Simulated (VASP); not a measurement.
Here is a VASP 6.6.1 calculation.

Contents of INCAR:

```
SYSTEM = Sc
  PREC = Accurate
  ENCUT = 600
  EDIFF = 1E-7
  ISMEAR = -1
  SIGMA = 0.1
  LREAL = .FALSE.
  LASPH = .TRUE.
  NELM = 100
  ALGO = Normal
  ISIF = 8
  LWAVE = .FALSE.
  LCHARG = .FALSE.
  GGA = PS
  IBRION = 2
  NSW = 60
  EDIFFG = -0.02
```

Contents of KPOINTS:

```
Automatic mesh
0
G
  16 16 9
  0 0 0
```

Contents of POSCAR:

```
Sc
1.0
    3.3090000000      0.0000000000      0.0000000000
   -1.6545000000      2.8656780000      0.0000000000
    0.0000000000      0.0000000000      5.2733000000
Sc
2
Direct
    0.3333333333      0.6666666667      0.2500000000
    0.6666666667      0.3333333333      0.7500000000
```

Potentials or basis: VASP PAW PBE potentials, release 64 (Sc_sv).

Command:

```sh
$ cat potpaw_PBE.64/Sc_sv/POTCAR > POTCAR
$ mpirun -np 1 vasp_std > vasp.out
```

(1) Estimate the relaxed cell.

(2) Estimate the space group after relaxing (to 0.05 Å).

(3) Estimate the relaxed volume.

(4) Estimate the band gap on the k mesh.

Results:

(1) a = 3.254 Å, b = 3.254 Å, c = 5.185 Å, α = 90.00°, β = 90.00°, γ = 120.00°.

(2) P6_3/mmc (No. 194).

(3) 23.77 Å³/atom.

(4) zero (band 11 reaches 4.57 eV, above the bottom of band 12 at 3.26 eV).

Caveat: the PAW data sets were made with another functional, which shifts forces and pressure a little.
